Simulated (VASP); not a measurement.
Mg: relaxation of shape and atoms at fixed volume with PBE

The system is Mg.

```xyz
1
Lattice="2.7166 0.0000 0.0000 -1.3583 2.3527 0.0000 0.0000 0.0000 2.7329" Properties=species:S:1:pos:R:3 pbc="T T T"
Mg    0.0000    0.0000    0.0000
```

* Program: VASP 6.6.1
* Task: relaxation of shape and atoms at fixed volume
* Functional: PBE
* Potentials or basis: VASP PAW PBE potentials, release 64 (Mg)
* Cutoff: 600 eV
* k mesh: 14 × 14 × 13
* Occupations: fermi-dirac, width 0.1 eV
* Spin: no spin polarisation
* Dipole correction: no
* Further INCAR settings: ALGO = Normal; EDIFF = 1e-07; IBRION = 2; EDIFFG = -0.005; NSW = 50; ISIF = 4

```json
{
  "Energy gained by relaxing": "19.9 meV/atom",
  "Ionic steps": "3",
  "Pressure after relaxing": "21.3 GPa",
  "Band gap on the k mesh": "zero (band 1 reaches 7.43 eV, above the bottom of band 2 at 2.15 eV)"
}
```

Step by step:
| step | energy change (eV) | largest force (eV/Å) | pressure (GPa) | volume (Å³) |
| --- | --- | --- | --- | --- |
| 1 | 0.0000 | 0.0000 | 22.32 | 17.47 |
| 2 | -0.0198 | 0.0000 | 21.21 | 17.47 |
| 3 | -0.0199 | 0.0000 | 21.26 | 17.47 |

Final structure:
```
Mg
1.0
     2.76416    0.00000    0.00000
    -1.38208    2.39384    0.00000
     0.00000    0.00000    2.63963
Mg
1
Direct
  0.00000 0.00000 0.00000
```

Levels at points of the mesh, in eV from the Fermi level:
| k point | band 1 | band 2 | band 3 | band 4 |
| --- | --- | --- | --- | --- |
| (0.00, 0.00, 0.00) | -8.22 | 9.83 | 12.41 | 14.29 |
| (0.50, 0.00, 0.00) | -2.32 | -1.36 | 9.39 | 10.46 |

Run time: 19 s on 1 thread of Intel(R) Xeon(R) Platinum 8259CL CPU @ 2.50GHz (Skylake/Cascade Lake), with other jobs on the host, peak memory 0.15 GiB.
